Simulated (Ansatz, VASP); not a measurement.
## One calculation of Te2Mo, two programs

```
CELL_PARAMETERS angstrom
3.56023 0.00000 0.00000
-1.78012 3.08325 0.00000
0.00000 0.00000 17.52406
ATOMIC_POSITIONS crystal
Te 0.33639 0.67278 0.89692
Te 0.33639 0.67278 0.10121
Mo 0.00000 0.00000 0.00000
```

Change from the starting cell: all Te atoms moved -0.025 Å, as atom 1 towards its neighbour atom 3 (Mo) at 2.726 Å.

Alike in both runs: task single point; functional r2SCAN; k mesh 12 × 12 × 2; occupations gaussian, width 0.05 eV; no spin polarisation.

|  | VASP | Ansatz |
| --- | --- | --- |
| version | VASP 6.6.1 | Ansatz 0.2.0 |
| potentials or method | VASP PAW PBE potentials, release 64 (Te, Mo_sv), cutoff 520 eV | scalar-relativistic, plane waves, PAW |
| valence electrons in the cell | 26 | 46 |

|  | VASP | Ansatz | Ansatz less VASP |
| --- | --- | --- | --- |
| gap on the k mesh at the Fermi level (eV) | 1.13 | 1.12 | -0.002 |
| least direct gap on the mesh (eV) | 1.13 | 1.12 | -0.002 |
| rms of the force components (eV/Å) | 0.184 | 0.184 | -0.0007 |

VASP's potentials were made for PBE, not for r2SCAN. Atom by atom the forces differ by 0.013 eV/Å (rms over components). VASP's potentials hold 26 valence electrons a cell and Ansatz's 46, so a difference there can come from the potentials and not from the codes.

Neither program's run includes spin-orbit coupling.
